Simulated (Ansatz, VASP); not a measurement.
**Two plane-wave programs on FeNi3**

```
Fe Ni
1.0
     3.75633    0.00000    0.00000
     0.00000    3.75633    0.00000
     0.00000    0.00000    3.75633
Fe Ni
1 3
Direct
  0.00000 0.00000 0.00000
  0.00000 0.50000 0.50000
  0.50000 0.50000 0.00000
  0.50000 0.00000 0.50000
```

Change from the starting cell: equal strain along all axes, cell held, atoms relaxed: +6.0 %.

Alike in both runs: task single point; functional PBE; k mesh 12 × 12 × 12; occupations gaussian, width 0.1 eV; collinear spin.

|  | VASP | Ansatz |
| --- | --- | --- |
| version | VASP 6.6.1 | Ansatz 0.2.0 |
| potentials or method | VASP PAW PBE potentials, release 64 (Fe, Ni), cutoff 520 eV | scalar-relativistic, plane waves, PAW |
| valence electrons in the cell | 38 | 70 |

VASP gave:

- gap on the k mesh at the Fermi level (eV): none
- pressure (GPa): -21.9
- net moment per atom (μB): 1.27
- size of the moment on the site where the two differ most (μB): 0.69

Q: What did Ansatz give for the same quantities?

A: gap on the k mesh at the Fermi level (eV): none; pressure (GPa): -22.2; net moment per atom (μB): 1.28; size of the moment on the site where the two differ most (μB): 0.74.

Site moments also hang on the region over which each program counts them. A gap of «none» marks a metal or a gap that the smearing closes. The functional is the same, so the differences come from potentials, cutoffs and numerics. VASP's potentials hold 38 valence electrons a cell and Ansatz's 70, so a difference there can come from the potentials and not from the codes.
